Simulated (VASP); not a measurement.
# Al (I4/mmm) in VASP: a series of runs

Runs on Al. Level: PBEsol. Tasks: single point.

Everything below comes from runs of VASP 6.6.1. Logs are shortened: lines on timing, memory, paths and dates and some standing lists are left out, and cuts for length are marked.

**1. The cell of the first run**

It takes space group I4/mmm (No. 139, tetragonal). Conventional cell: a = 2.862 Å, b = 2.862 Å, c = 3.967 Å, α = 90.00°, β = 90.00°, γ = 90.00°. Al (site symmetry 4/mmm) has 12 Al at 2.83 to 2.86 Å within 3.7 Å.

**2. Single point, PBEsol (strain -0.0200 x Voigt [0, 1, 0, 0, 0, 0])**

INCAR reads:

```
SYSTEM = Al
ALGO = Normal
EDIFF = 1E-7
ENCUT = 520
GGA = PS
ISIF = 2
ISMEAR = 0
LASPH = .True.
LCHARG = .True.
LELF = .True.
LREAL = .False.
LVHAR = .True.
LWAVE = .False.
NBANDS = 8
NELM = 60
PREC = Accurate
SIGMA = 0.15
```

KPOINTS reads:

```
k-points
0
Gamma
  20 20 20
  0 0 0
```

POSCAR reads:

```
Al
1.0
    0.0000000000      1.9835004000      2.0239800000
    2.0239800000      0.0000000000      2.0239800000
    2.0239800000      1.9835004000      0.0000000000
Al
1
Direct
    0.0000000000      0.0000000000      0.0000000000
```

Potentials or basis: VASP PAW PBE potentials, release 64 (Al).

Launch:

```bash
cat potpaw_PBE.64/Al/POTCAR > POTCAR
mpirun -np 1 vasp_std > vasp.out
```

OUTCAR:

```text
SYSTEM = Al
   EDIFF = 1E-7
   ENCUT = 520
   GGA = PS
   ISIF = 2
   ISMEAR = 0
   LASPH = .True.
   LREAL = .False.
   NELM = 60
   PREC = Accurate

 ion  position               nearest neighbor table
   1  0.000  0.000  0.000-

  LATTYP: Found a body centered tetragonal cell.
 ALAT       =     2.8623399660
 C/A-ratio  =     1.3859292911

  Lattice vectors:

 A1 = (   0.0000000000,  -1.9835004000,   2.0239800000)
 A2 = (   0.0000000000,  -1.9835004000,  -2.0239800000)
 A3 = (   2.0239800000,   1.9835004000,   0.0000000000)

Analysis of symmetry for initial positions (statically):
=====================================================================
 Subroutine PRICEL returns:
 Original cell was already a primitive cell.

 Routine SETGRP: Setting up the symmetry group for a
 body centered tetragonal supercell.

 Subroutine GETGRP returns: Found 16 space group operations
 (whereof 16 operations were pure point group operations)
 out of a pool of 16 trial point group operations.

The static configuration has the point symmetry D_4h.

Analysis of symmetry for dynamics (positions and initial velocities):
=====================================================================
 Subroutine PRICEL returns:
 Original cell was already a primitive cell.

 Routine SETGRP: Setting up the symmetry group for a
 body centered tetragonal supercell.

 Subroutine GETGRP returns: Found 16 space group operations
 (whereof 16 operations were pure point group operations)
 out of a pool of 16 trial point group operations.

The dynamic configuration has the point symmetry D_4h.

 Subroutine INISYM returns: Found 16 space group operations
 (whereof 16 operations are pure point group operations),
 and found     1 'primitive' translations

----------------------------------------------------------------------------------------

                                     Primitive cell

  volume of cell :      16.2508

  direct lattice vectors                    reciprocal lattice vectors
     0.000000000  1.983500400  2.023980000    -0.247038014  0.252079606  0.247038014
     2.023980000  0.000000000  2.023980000     0.247038014 -0.252079606  0.247038014
     2.023980000  1.983500400  0.000000000     0.247038014  0.252079606 -0.247038014

  length of vectors
     2.833861125  2.862339966  2.833861125     0.430812823  0.430812823  0.430812823

  position of ions in fractional coordinates (direct lattice)
     0.000000000  0.000000000  0.000000000

  ion indices of the primitive-cell ions
   primitive index   ion index
                 1           1

----------------------------------------------------------------------------------------

 KPOINTS: k-points

Automatic generation of k-mesh.
 Grid dimensions read from file:
 generate k-points for:   20   20   20

 Generating k-lattice:

  Cartesian coordinates                     Fractional coordinates (reciprocal lattice)
    -0.012351901  0.012603980  0.012351901     0.050000000  0.000000000  0.000000000
     0.012351901 -0.012603980  0.012351901    -0.000000000  0.050000000 -0.000000000
     0.012351901  0.012603980 -0.012351901     0.000000000  0.000000000  0.050000000

  Length of vectors
     0.021540641  0.021540641  0.021540641

  Shift w.r.t. Gamma in fractional coordinates (k-lattice)
     0.000000000  0.000000000  0.000000000

 Subroutine IBZKPT returns following result:
 ===========================================

 Found    641 irreducible k-points:

 Following reciprocal coordinates:
            Coordinates               Weight
  0.000000  0.000000  0.000000      1.000000
  0.050000  0.000000  0.000000      8.000000
  0.100000  0.000000  0.000000      8.000000
  0.150000  0.000000 -0.000000      8.000000
  0.200000  0.000000  0.000000      8.000000
  0.250000  0.000000  0.000000      8.000000
[... 16 lines left out ...]
 -0.400000  0.050000 -0.000000     16.000000
 -0.350000  0.050000  0.000000     16.000000
 [... further k-points ...]
   k-points           NKPTS =    641   k-points in BZ     NKDIM =    641   number of bands    NBANDS=      8
   number of dos      NEDOS =    301   number of ions     NIONS =      1
   total plane-waves  NPLWV =  13824
   dimension x,y,z NGX =    24 NGY =   24 NGZ =   24
   dimension x,y,z NGXF=    48 NGYF=   48 NGZF=   48
   ions per type =               1
   NGX,Y,Z   is equivalent  to a cutoff of  14.08, 13.94, 14.08 a.u.
   NGXF,Y,Z  is equivalent  to a cutoff of  28.16, 27.88, 28.16 a.u.
 SYSTEM =  Al
   PREC   = accura    normal or accurate (medium, high low for compatibility)
   ISTART =      0    job   : 0-new  1-cont  2-samecut
   ICHARG =      2    charge: 1-file 2-atom 10-const
   ISPIN  =      1    spin polarized calculation?
   LNONCOLLINEAR =      F non collinear calculations
   LSORBIT =      F    spin-orbit coupling
   LASPH  =      T    aspherical Exc in radial PAW
   ENCUT  =  520.0 eV  38.22 Ry    6.18 a.u.   5.27  5.32  5.27*2*pi/ulx,y,z
   NELM   =     60;   NELMIN=  2; NELMDL= -5     # of ELM steps
   EDIFF  = 0.1E-06   stopping-criterion for ELM
   LREAL  =      F    real-space projection
   EDIFFG = 0.1E-05   stopping-criterion for IOM
   NSW    =      0    number of steps for IOM
   IBRION =     -1    ionic relax: 0-MD 1-quasi-New 2-CG
   NFREE  =      0    steps in history (QN), initial steepest desc. (CG)
   ISIF   =      2    stress and relaxation
   ISYM   =      2    0-nonsym 1-usesym 2-fastsym
   POTIM  = 0.5000    time-step for ionic-motion
   TEBEG  =    0.0;   TEEND  =   0.0 temperature during run
   PSTRESS=    0.0 pullay stress
   NELECT =       3.0000    total number of electrons
   NUPDOWN=      -1.0000    fix difference up-down
   EMIN   =  10.00;   EMAX   =-10.00  energy-range for DOS
   EFERMI =   0.00;   METHOD = LEGACY
   ISMEAR =     0;   SIGMA  =   0.15  broadening in eV -4-tet -1-fermi 0-gaus
   EFERMI_NEDOS =   21; number of points for ismear=-14 and -15
   IALGO  =     38    algorithm
   IMIX   =      4    mixing-type and parameters
     AMIX     =   0.40;   BMIX     =  1.00
     AMIX_MAG =   1.60;   BMIX_MAG =  1.00
  volume/ion in A,a.u.               =      16.25       109.67
  Fermi-wavevector in a.u.,A,eV,Ry     =   0.932160  1.761526 11.822399  0.868922
  Thomas-Fermi vector in A             =   2.058728
   LORBIT       =      0    0 simple, 1 ext, 2 COOP (PROOUT), +10 PAW based schemes
   GGA     = PS    functional components
   LHFCALC =     F    Hartree Fock is set to
   AEXX    =    0.0000 exact exchange contribution
   IVDW    =     0    specifies the selected vdW correction
   LEPSILON=     F    determine dielectric tensor
   LRPA    =     F    only Hartree local field effects (RPA)
 non-spin polarized calculation
 Gauss-broadening in eV      SIGMA  =   0.15
  energy-cutoff  :      520.00
  volume of cell :       16.25
 maximum number of plane-waves:       451
 NGX is ok and might be reduce to    24
   NGX = 11   NGY = 11   NGZ = 11

 number of electron       3.0000000 magnetization

 Free energy of the ion-electron system (eV)
  ---------------------------------------------------
  ext. energy  EPLUGINS =         0.00000000
  ---------------------------------------------------
  free energy    TOTEN  =        -4.09376687 eV

  energy without entropy =       -4.08923555  energy(sigma->0) =       -4.09150121

 E-fermi :   8.1402     XC(G=0): -10.3126

 val. band max:        8.1286737247   @ k =   0.2000  -0.2500   0.1500
 cond. band min:       8.1468014366   @ k =   0.4000  -0.3500   0.1000
 fundamental gap:      0.0181277118
 Fermi energy:         8.1401658663

 k-point     1 :       0.0000    0.0000    0.0000
  band No.  band energies     occupation
      1      -3.1263      2.00000
      2      20.7208      0.00000
      3      20.7208      0.00000
      4      20.9381      0.00000
      5      22.3549      0.00000
      6      22.4196      0.00000
      7      22.4196      0.00000
      8      24.7100      0.00000

 k-point     2 :       0.0500    0.0000    0.0000
  band No.  band energies     occupation
      1      -3.0577      2.00000
      2      19.4948      0.00000
      3      20.4687      0.00000
      4      20.6223      0.00000
      5      22.7266      0.00000
      6      22.7769      0.00000
      7      22.9218      0.00000
      8      25.4380      0.00000

 k-point     3 :       0.1000    0.0000    0.0000
  band No.  band energies     occupation
      1      -2.8519      2.00000
      2      17.5076      0.00000
      3      20.0081      0.00000
      4      20.1784      0.00000
      5      23.0267      0.00000
      6      23.4885      0.00000
      7      23.5288      0.00000
      8      25.9839      0.00000

 k-point     4 :       0.1500    0.0000   -0.0000
  band No.  band energies     occupation
      1      -2.5097      2.00000
      2      15.4723      0.00000
      3      19.5721      0.00000
      4      19.7733      0.00000
      5      22.8992      0.00000
      6      24.1416      0.00000
      7      24.2964      0.00000
      8      25.3282      0.00000

 k-point     5 :       0.2000    0.0000    0.0000
  band No.  band energies     occupation
      1      -2.0320      2.00000
      2      13.4845      0.00000
      3      19.2209      0.00000
      4      19.4572      0.00000
      5      22.7340      0.00000
      6      23.5601      0.00000
      7      24.1533      0.00000
      8      25.9187      0.00000
[... 177 lines left out ...]
 k-point    22 :      -0.4500    0.0500    0.0000
  band No.  band energies     occupation
      1       2.7954      2.00000
      2       4.5405      2.00000
      3      17.7392      0.00000
      4      18.9946      0.00000
      5      20.3825      0.00000
      6      20.5984      0.00000
      7      23.8032      0.00000
      8      24.3951      0.00000

 k-point    23 :      -0.4000    0.0500   -0.0000
  band No.  band energies     occupation
      1       1.6307      2.00000
      2       5.9831      2.00000
      3      17.4961      0.00000
      4      19.5190      0.00000
      5      20.3233      0.00000
      6      20.9404      0.00000
      7      23.4712      0.00000
      8      24.9581      0.00000

 k-point    24 :      -0.3500    0.0500    0.0000
  band No.  band energies     occupation
      1       0.5862      2.00000
      2       7.5445      2.00000
      3      17.3705      0.00000
      4      20.1299      0.00000
      5      20.2010      0.00000
      6      21.5966      0.00000
      7      23.2560      0.00000
      8      25.6188      0.00000

 [... further k-points ...]

------------------------ aborting loop because EDIFF is reached ----------------------------------------

  FORCE on cell =-STRESS in cart. coord.  units (eV):
  Direction    XX          YY          ZZ          XY          YZ          ZX
  --------------------------------------------------------------------------------------
  -------------------------------------------------------------------------------------
  Total       -0.0435452      0.0005401     -0.0435452      0.0000000      0.0000000      0.0000000
  in kB       -4.2931478      0.0532481     -4.2931478      0.0000000      0.0000000      0.0000000
  external PRESSURE =      -2.8443491 kB  Pullay stress =       0.0000000 kB

 VOLUME and BASIS-vectors are now :
 -----------------------------------------------------------------------------
  energy-cutoff  :      520.00
  volume of cell :       16.25
      direct lattice vectors                 reciprocal lattice vectors
     0.000000000  1.983500400  2.023980000    -0.247038014  0.252079606  0.247038014
     2.023980000  0.000000000  2.023980000     0.247038014 -0.252079606  0.247038014
     2.023980000  1.983500400  0.000000000     0.247038014  0.252079606 -0.247038014

 POSITION                                       TOTAL-FORCE (eV/Angst)
 -----------------------------------------------------------------------------------
      0.00000      0.00000      0.00000         0.000000     -0.000000      0.000000
 -----------------------------------------------------------------------------------
    total drift:                               -0.000000      0.000000      0.000000

  FREE ENERGIE OF THE ION-ELECTRON SYSTEM (eV)
  ---------------------------------------------------
  free  energy   TOTEN  =        -4.0937668733 eV

  energy  without entropy=       -4.0892355519  energy(sigma->0) =       -4.09150121
```

It took 22 s on 1 thread of Intel Xeon 6975P-C (Granite Rapids), shared host; peak memory 0.18 GiB.

What came out:

| Item | Value |
| --- | --- |
| Free energy | -4.0938 eV |
| Pressure | -0.3 GPa |

Levels at points of the mesh, in eV from the Fermi level:
| k point | band 1 | band 2 | band 3 | band 4 | band 5 |
| --- | --- | --- | --- | --- | --- |
| (0.00, 0.00, 0.00) | -11.27 | 12.58 | 12.58 | 12.80 | 14.21 |
| (0.50, 0.00, 0.00) | -4.69 | -4.43 | 11.25 | 11.28 | 11.69 |
| (0.50, 0.50, 0.00) | -3.09 | -1.78 | 5.31 | 5.69 | 5.82 |
| (0.50, 0.00, 0.50) | -2.79 | -1.36 | 5.07 | 5.38 | 5.38 |

Caveat: the cell differs from its parent crystal (strain -0.0200 x Voigt [0, 1, 0, 0, 0, 0]); the PAW data sets were made with another functional, which shifts forces and pressure a little.

**3. Single point, PBEsol (strain -0.0100 x Voigt [0, 1, 0, 0, 0, 0])**

INCAR reads:

```
  PREC = Accurate
  ENCUT = 520
  EDIFF = 1E-6
  ISMEAR = 0
  SIGMA = 0.15
  LREAL = False
  LASPH = True
  NELM = 60
  ALGO = Normal
  ISIF = 2
  LWAVE = False
  LCHARG = True
  GGA = PS
  LELF = True
  LVHAR = True
  NBANDS = 8
```

KPOINTS reads:

```
regular mesh
0
Gamma
  20 20 20
```

POSCAR reads:

```
Al
1.0
    0.0000000000      2.0037402000      2.0239800000
    2.0239800000      0.0000000000      2.0239800000
    2.0239800000      2.0037402000      0.0000000000
Al
1
Direct
    0.0000000000      0.0000000000      0.0000000000
```

Potentials or basis: VASP PAW PBE potentials, release 64 (Al).

Launch:

```bash
cat potpaw_PBE.64/Al/POTCAR > POTCAR
mpirun -np 1 vasp_std > vasp.out
```

It took 20 s on 1 thread of Intel Xeon 6975P-C (Granite Rapids), shared host; peak memory 0.18 GiB.

The run converged. Its results:

* Free energy: -4.0932 eV
* Pressure: -1.1 GPa

Levels at points of the mesh, in eV from the Fermi level:
| k point | band 1 | band 2 | band 3 | band 4 | band 5 |
| --- | --- | --- | --- | --- | --- |
| (0.00, 0.00, 0.00) | -11.20 | 12.55 | 12.55 | 12.66 | 14.09 |
| (0.50, 0.00, 0.00) | -4.65 | -4.42 | 11.29 | 11.31 | 11.53 |
| (0.50, 0.50, 0.00) | -3.02 | -1.72 | 5.25 | 5.60 | 5.67 |
| (0.50, 0.00, 0.50) | -2.87 | -1.51 | 5.14 | 5.45 | 5.45 |

Caveat: the cell differs from its parent crystal (strain -0.0100 x Voigt [0, 1, 0, 0, 0, 0]); the PAW data sets were made with another functional, which shifts forces and pressure a little.

(Continued in part 2 of 2.)
